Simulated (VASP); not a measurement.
# Re: single point with PBE

Crystal: Re.

```
Re
1.0
     2.76080    0.00000    0.00000
    -1.38040    2.39092    0.00000
     0.00000    0.00000    4.45820
Re
2
Cartesian
  1.3804 0.7970 3.3436
  0.0000 1.5939 1.1145
```

```yaml
Program: VASP 6.6.1
Task: single point
Functional: PBE
Potentials_or_basis: VASP PAW PBE potentials, release 64 (Re)
Cutoff: 600 eV
k_mesh: 11 × 11 × 6
Occupations: gaussian, width 0.017 eV
Spin: no spin polarisation
Dipole_correction: no
Further_INCAR_settings: ALGO = Normal; EDIFF = 1e-06; NBANDS = 14
```

The pressure is 5.5 GPa. The band gap on the k mesh is zero (band 7 reaches 9.23 eV, above the bottom of band 8 at 6.18 eV).

Stress tensor (GPa, compression positive):
```
5.87 0.00 0.00
0.00 5.87 0.00
0.00 0.00 4.89
```

Levels at points of the mesh, in eV from the Fermi level:
```csv
k point,band 4,band 5,band 6,band 7,band 8,band 9,band 10,band 11
"(0.00, 0.00, 0.00)",-1.61,-1.61,-0.77,-0.77,0.15,0.15,0.58,3.33
"(0.00, 0.00, 0.50)",-2.42,-1.74,-1.74,-1.74,-1.74,2.51,2.51,2.51
```

Run time: 40 s on 1 thread of AMD EPYC 7R13 (shared host), peak memory 0.14 GiB.

Caveat: spin-orbit coupling is left out, which moves the levels of the heavy elements.
